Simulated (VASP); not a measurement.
# SnS2 (P-3m1) in VASP: further runs

The runs below take SnS2 through single point, relaxation of the atoms, with PBE.

Program: VASP 6.6.1. These are calculated values, not measurements. Logs are shortened: lines on timing, memory, paths and dates and some standing lists are left out, and cuts for length are marked.

## Step 1: The cell of the first run

Symmetry: P-3m1, No. 164, trigonal system. Conventional cell: a = 3.674 Å, b = 3.674 Å, c = 6.229 Å, α = 90.00°, β = 90.00°, γ = 120.00°. Within 3.4 Å of Sn (site symmetry -3m) lie 6 S at 2.58 Å. S (site symmetry 3m) has 3 Sn at 2.58 Å within 3.4 Å.

## Step 2: Single point, PBE, collinear spin, zero start

Input file INCAR:

```
SYSTEM = SnS2
PREC     = Accurate       ! precision mode
ENCUT    = 500            ! plane-wave cutoff, eV
EDIFF    = 1E-6           ! SCF threshold, eV
ISMEAR   = 0              ! smearing method
SIGMA    = 0.1            ! smearing width, eV
LREAL    = .False.        ! projectors in reciprocal space
LASPH    = .True.         ! aspherical terms in the spheres
NELM     = 200            ! most SCF steps
ALGO     = Normal         ! electronic algorithm
ISIF     = 2              ! what is computed and relaxed
LWAVE    = .False.        ! write WAVECAR
LCHARG   = .False.        ! write CHGCAR
ISPIN    = 2              ! spin polarisation
MAGMOM   = 0 0 0          ! initial moments
LORBIT   = 11             ! projections on sites
GGA      = PE             ! functional
NBANDS   = 24             ! bands
GGA_COMPAT= .False.
```

Input file KPOINTS:

```
regular mesh
0
Gamma
  6 6 4
  0 0 0
```

Input file POSCAR:

```
SnS2
1.0
    3.6743056006      0.0000000000      0.0000000000
   -1.8371528003      3.1820419914      0.0000000000
    0.0000000000      0.0000000000      6.2288318400
Sn S
1 2
Direct
    0.0000000000      0.0000000000      0.0000000000
    0.3333333333      0.6666666667      0.2346534700
    0.6666666667      0.3333333333      0.7653465300
```

Potentials or basis: VASP PAW PBE potentials, release 64 (Sn_d, S).

The run is started by

```
$ cat potpaw_PBE.64/Sn_d/POTCAR potpaw_PBE.64/S/POTCAR > POTCAR
$ mpirun -np 1 vasp_std > vasp.out
```

OUTCAR:

```text
SYSTEM = SnS2
   PREC = Accurate
   ENCUT = 500
   EDIFF = 1E-6
   ISMEAR = 0
   LREAL = .False.
   LASPH = .True.
   NELM = 200
   ISIF = 2
   ISPIN = 2
   LORBIT = 11
   GGA = PE

 ion  position               nearest neighbor table
   1  0.000  0.000  0.000-   2 2.58   3 2.58   3 2.58   2 2.58   3 2.58   2 2.58
   2  0.333  0.667  0.235-   1 2.58   1 2.58   1 2.58
   3  0.667  0.333  0.765-   1 2.58   1 2.58   1 2.58

  LATTYP: Found a hexagonal cell.
 ALAT       =     3.6743056006
 C/A-ratio  =     1.6952405480

  Lattice vectors:

 A1 = (   3.6743056006,   0.0000000000,   0.0000000000)
 A2 = (  -1.8371528003,   3.1820419914,   0.0000000000)
 A3 = (   0.0000000000,   0.0000000000,   6.2288318400)

Analysis of symmetry for initial positions (statically):
=====================================================================
 Subroutine PRICEL returns:
 Original cell was already a primitive cell.

 Routine SETGRP: Setting up the symmetry group for a
 hexagonal supercell.

 Subroutine GETGRP returns: Found 12 space group operations
 (whereof 12 operations were pure point group operations)
 out of a pool of 24 trial point group operations.

The static configuration has the point symmetry D_3d.

Analysis of symmetry for dynamics (positions and initial velocities):
=====================================================================
 Subroutine PRICEL returns:
 Original cell was already a primitive cell.

 Routine SETGRP: Setting up the symmetry group for a
 hexagonal supercell.

 Subroutine GETGRP returns: Found 12 space group operations
 (whereof 12 operations were pure point group operations)
 out of a pool of 24 trial point group operations.

The dynamic configuration has the point symmetry D_3d.

Analysis of structural, dynamic, and magnetic symmetry:
=====================================================================
 Subroutine PRICEL returns:
 Original cell was already a primitive cell.

 Routine SETGRP: Setting up the symmetry group for a
 hexagonal supercell.

 Subroutine GETGRP returns: Found 12 space group operations
 (whereof 12 operations were pure point group operations)
 out of a pool of 24 trial point group operations.

The overall configuration has the point symmetry D_3d.

 Subroutine INISYM returns: Found 12 space group operations
 (whereof 12 operations are pure point group operations),
 and found     1 'primitive' translations
[... 119 lines left out ...]
  Thomas-Fermi vector in A             =   2.297941
   LORBIT       =     11    0 simple, 1 ext, 2 COOP (PROOUT), +10 PAW based schemes
   GGA     = PE    functional components
   LHFCALC =     F    Hartree Fock is set to
   AEXX    =    0.0000 exact exchange contribution
   IVDW    =     0    specifies the selected vdW correction
   LEPSILON=     F    determine dielectric tensor
   LRPA    =     F    only Hartree local field effects (RPA)
 spin polarized calculation
 Gauss-broadening in eV      SIGMA  =   0.10
  energy-cutoff  :      500.00
  volume of cell :       72.83
 maximum number of plane-waves:      1870
 NGX is ok and might be reduce to    28
   NGX = 13   NGY = 13   NGZ = 23

 number of electron      26.0000004 magnetization      -0.0000000

 number of electron      26.0000004 magnetization       0.0000000

 Free energy of the ion-electron system (eV)
  ---------------------------------------------------
  ext. energy  EPLUGINS =         0.00000000
  ---------------------------------------------------
  free energy    TOTEN  =       -13.19374600 eV

  energy without entropy =      -13.19374600  energy(sigma->0) =      -13.19374600

 E-fermi :   4.2614     XC(G=0):  -9.1969

 val. band max:        3.7522237584   @ k =   0.1667   0.0000   0.0000
 cond. band min:       5.3564251408   @ k =   0.5000  -0.0000   0.5000
 fundamental gap:      1.6042013824
 Fermi energy:         4.2614076002

 spin component 1

 k-point     1 :       0.0000    0.0000    0.0000
  band No.  band energies     occupation
      1     -17.0115      1.00000
      2     -17.0115      1.00000
      3     -16.9737      1.00000
      4     -16.9468      1.00000
      5     -16.9468      1.00000
      6      -9.7370      1.00000
[... 637 lines left out ...]
     23      15.5462      0.00000
     24      19.4339      0.00000
 Fermi energy:         4.2614076002

 spin component 2

 k-point     1 :       0.0000    0.0000    0.0000
  band No.  band energies     occupation
      1     -17.0115      1.00000
      2     -17.0115      1.00000
      3     -16.9737      1.00000
      4     -16.9468      1.00000
      5     -16.9468      1.00000
      6      -9.7370      1.00000
[... 637 lines left out ...]
     23      15.5462      0.00000
     24      19.4339      0.00000

------------------------ aborting loop because EDIFF is reached ----------------------------------------

  FORCE on cell =-STRESS in cart. coord.  units (eV):
  Direction    XX          YY          ZZ          XY          YZ          ZX
  --------------------------------------------------------------------------------------
  -------------------------------------------------------------------------------------
  Total        0.9177972      0.9177972      0.9944888     -0.0000000      0.0000000      0.0000000
  in kB       20.1915438     20.1915438     21.8787596     -0.0000000      0.0000000      0.0000000
  external PRESSURE =      20.7539491 kB  Pullay stress =       0.0000000 kB

 VOLUME and BASIS-vectors are now :
 -----------------------------------------------------------------------------
  energy-cutoff  :      500.00
  volume of cell :       72.83
      direct lattice vectors                 reciprocal lattice vectors
     3.674305601  0.000000000  0.000000000     0.272160269  0.157131804  0.000000000
    -1.837152800  3.182041991  0.000000000     0.000000000  0.314263609  0.000000000
     0.000000000  0.000000000  6.228831840     0.000000000  0.000000000  0.160543747

 POSITION                                       TOTAL-FORCE (eV/Angst)
 -----------------------------------------------------------------------------------
      0.00000      0.00000      0.00000         0.000000      0.000000      0.000000
     -0.00000      2.12136      1.46162        -0.000000      0.000000      0.230635
      1.83715      1.06068      4.76721         0.000000     -0.000000     -0.230635
 -----------------------------------------------------------------------------------
    total drift:                                0.000000      0.000000     -0.000000

  FREE ENERGIE OF THE ION-ELECTRON SYSTEM (eV)
  ---------------------------------------------------
  free  energy   TOTEN  =       -13.1937460005 eV

  energy  without entropy=      -13.1937460005  energy(sigma->0) =      -13.19374600

 total charge

# of ion       s       p       d       tot
------------------------------------------
    1        1.017   1.036  10.143  12.197
    2        1.364   2.341   0.000   3.704
    3        1.364   2.341   0.000   3.704
--------------------------------------------------
tot          3.745   5.718  10.143  19.605

 magnetization (x)

# of ion       s       p       d       tot
------------------------------------------
    1       -0.000  -0.000   0.000  -0.000
    2       -0.000  -0.000   0.000  -0.000
    3       -0.000  -0.000   0.000  -0.000
--------------------------------------------------
tot         -0.000  -0.000   0.000  -0.000
```

OSZICAR:

```text
N       E                     dE             d eps       ncg     rms          rms(c)
DAV:   1     0.214304631538E+03    0.21430E+03   -0.11568E+04  2448   0.124E+03
DAV:   2     0.124900364660E+02   -0.20181E+03   -0.18980E+03  2496   0.383E+02
DAV:   3    -0.127711500375E+02   -0.25261E+02   -0.24993E+02  2880   0.105E+02
DAV:   4    -0.136835447169E+02   -0.91239E+00   -0.91167E+00  2824   0.219E+01
DAV:   5    -0.137123182355E+02   -0.28774E-01   -0.28772E-01  3496   0.382E+00    0.851E+00
DAV:   6    -0.132193049340E+02    0.49301E+00   -0.85347E-01  3528   0.886E+00    0.611E+00
DAV:   7    -0.131940268718E+02    0.25278E-01   -0.26346E-01  2936   0.282E+00    0.209E+00
DAV:   8    -0.131932810284E+02    0.74584E-03   -0.26114E-02  3256   0.139E+00    0.581E-01
DAV:   9    -0.131936927818E+02   -0.41175E-03   -0.25835E-03  2776   0.354E-01    0.172E-01
DAV:  10    -0.131936896605E+02    0.31213E-05   -0.29987E-04  3008   0.102E-01    0.747E-02
DAV:  11    -0.131937364741E+02   -0.46814E-04   -0.42957E-05  2760   0.369E-02    0.268E-02
DAV:  12    -0.131937458410E+02   -0.93670E-05   -0.71905E-06  2768   0.154E-02    0.186E-02
DAV:  13    -0.131937460005E+02   -0.15949E-06   -0.61714E-07  2088   0.470E-03
   1 F= -.13193746E+02 E0= -.13193746E+02  d E =-.237045E-13  mag=     0.0000
```

Wall time 58 s (1 thread of Intel Xeon Platinum 8488C (Sapphire Rapids), shared host); peak memory 0.24 GiB.

What came out:

```yaml
Free_energy: -13.1937 eV
Pressure: 2.1 GPa
Largest_force: 0.231 eV/Å
Band_gap_on_the_k_mesh: 1.60 eV, indirect (least direct gap 1.89 eV)
Net_moment: 0.00 μB per cell
Valence_electrons_inside_the_program's_atomic_spheres: Sn 12.20; S 3.70
```

Forces in eV/Å, atoms in the order of the input:
```
Sn   0.000  0.000  0.000
S    0.000  0.000  0.231
S    0.000  0.000 -0.231
```

Stress tensor (GPa, compression positive):
```
2.02 0.00 0.00
0.00 2.02 0.00
0.00 0.00 2.19
```

Caveat: spin-orbit coupling is left out, which moves the levels of the heavy elements; this functional lacks dispersion, which binds the layers, so the pressure and a relaxed spacing across them are unreliable. A k mesh can miss the band edges.

## Step 3: Relaxation of the atoms, PBE

Input file INCAR:

```
PREC = Accurate ; ENCUT = 450
EDIFF = 1E-7 ; ISMEAR = 0
SIGMA = 0.1 ; LREAL = False
LASPH = True ; NELM = 120
ALGO = Normal ; ISIF = 2
LWAVE = False ; LCHARG = False
GGA = PE ; IBRION = 2
NSW = 50 ; EDIFFG = -0.06
GGA_COMPAT = False ; NELMIN = 4
```

Input file KPOINTS:

```
Automatic mesh
0
Gamma
  4 4 2
```

POSCAR is that of step 2.

Potentials or basis: VASP PAW PBE potentials, release 64 (Sn_d, S).

The run is started by

```
$ cat potpaw_PBE.64/Sn_d/POTCAR potpaw_PBE.64/S/POTCAR > POTCAR
$ mpirun -np 1 vasp_std > vasp.out
```

Wall time 22 s (1 thread of Intel Xeon Platinum 8488C (Sapphire Rapids), shared host); peak memory 0.18 GiB.

Results (log left out):

| Property | Result |
| --- | --- |
| Free energy | -13.1353 eV |
| Energy gained by relaxing | 1.3 meV/atom |
| Ionic steps | 3 |
| Pressure after relaxing | 1.5 GPa |
| Largest force after relaxing | 0.005 eV/Å |
| Band gap on the k mesh | 1.56 eV, indirect (least direct gap 1.90 eV) |

Forces in eV/Å, atoms in the order of the input:
```
Sn   0.000  0.000  0.000
S    0.000  0.000 -0.005
S    0.000  0.000  0.005
```

Stress tensor (GPa, compression positive):
```
1.95 0.00 0.00
0.00 1.95 0.00
0.00 0.00 0.57
```

Step by step:
```
step  energy change (eV)  largest force (eV/Å)  pressure (GPa)
   1              0.0000                0.2057            2.30
   2             -0.0030                0.0976            1.89
   3             -0.0039                0.0049            1.49
```

Final structure:
```
CELL_PARAMETERS angstrom
3.67431 0.00000 0.00000
-1.83715 3.18204 0.00000
0.00000 0.00000 6.22883
ATOMIC_POSITIONS crystal
Sn 0.00000 0.00000 0.00000
S 0.33333 0.66667 0.23778
S 0.66667 0.33333 0.76222
```

Levels at points of the mesh, in eV from the valence-band top:
| k point | band 11 | band 12 | band 13 | band 14 | band 15 | band 16 |
| --- | --- | --- | --- | --- | --- | --- |
| (0.00, 0.00, 0.00) | -0.13 | -0.13 | -0.09 | 2.04 | 3.83 | 5.52 |
| (0.50, 0.00, 0.00) | -2.24 | -0.67 | -0.16 | 1.74 | 4.66 | 6.26 |
| (0.00, 0.00, 0.50) | -0.49 | -0.06 | -0.06 | 2.99 | 3.86 | 5.38 |
| (0.50, 0.00, 0.50) | -1.73 | -0.49 | -0.35 | 1.56 | 4.87 | 5.79 |

Caveat: the k points lie up to 0.50 Å⁻¹ apart; spin-orbit coupling is left out, which moves the levels of the heavy elements; this functional lacks dispersion, which binds the layers, so the pressure and a relaxed spacing across them are unreliable; the relaxation stopped at a loose force limit of 0.06 eV/Å, so its end isn't a converged minimum. A k mesh can miss the band edges.

[end of part 1 of 2]
